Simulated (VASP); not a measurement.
NiGe: single point with PBE

NiGe:

```
Ni Ge
1.0
     2.95919    0.00000    0.00000
     0.00000    2.95919    0.00000
     0.00000    0.00000    2.99271
Ni Ge
1 1
Direct
  0.50000 0.50000 0.50000
  0.00000 0.00000 0.00000
```

- Program: VASP 6.6.1
- Task: single point
- Functional: PBE
- Potentials or basis: VASP PAW PBE potentials, release 64 (Ni, Ge_d)
- Cutoff: 520 eV
- k mesh: 6 × 6 × 6
- Occupations: gaussian, width 0.1 eV
- Spin: no spin polarisation
- Dipole correction: no
- Further INCAR settings: ALGO = Normal; EDIFF = 1e-06; NBANDS = 19

The pressure is 0.1 GPa and the band gap on the k mesh is zero (band 12 reaches 11.90 eV, above the bottom of band 13 at 8.99 eV).

Levels at points of the mesh, in eV from the Fermi level:
```csv
k point,band 10,band 11,band 12,band 13,band 14,band 15
"(0.00, 0.00, 0.00)",-1.65,-1.62,2.33,2.68,2.68,7.55
"(0.50, 0.00, 0.00)",-2.49,-1.61,-0.96,6.61,6.86,9.19
"(0.50, 0.50, 0.00)",-2.09,-2.09,-1.16,-0.19,1.33,7.09
"(0.00, 0.00, 0.50)",-2.50,-1.59,-1.02,6.77,6.77,9.26
"(0.50, 0.00, 0.50)",-2.06,-2.04,-1.18,-0.21,1.23,7.32
"(0.50, 0.50, 0.50)",-1.16,-1.13,2.23,2.24,2.24,2.27
```

Wall time 15 s on 1 thread of Intel(R) Xeon(R) Platinum 8375C CPU @ 2.90GHz (Ice Lake), on a shared host, peak memory 0.14 GiB.

Spin polarisation is off, so any magnetic state and its effect on volume and gap are missing.
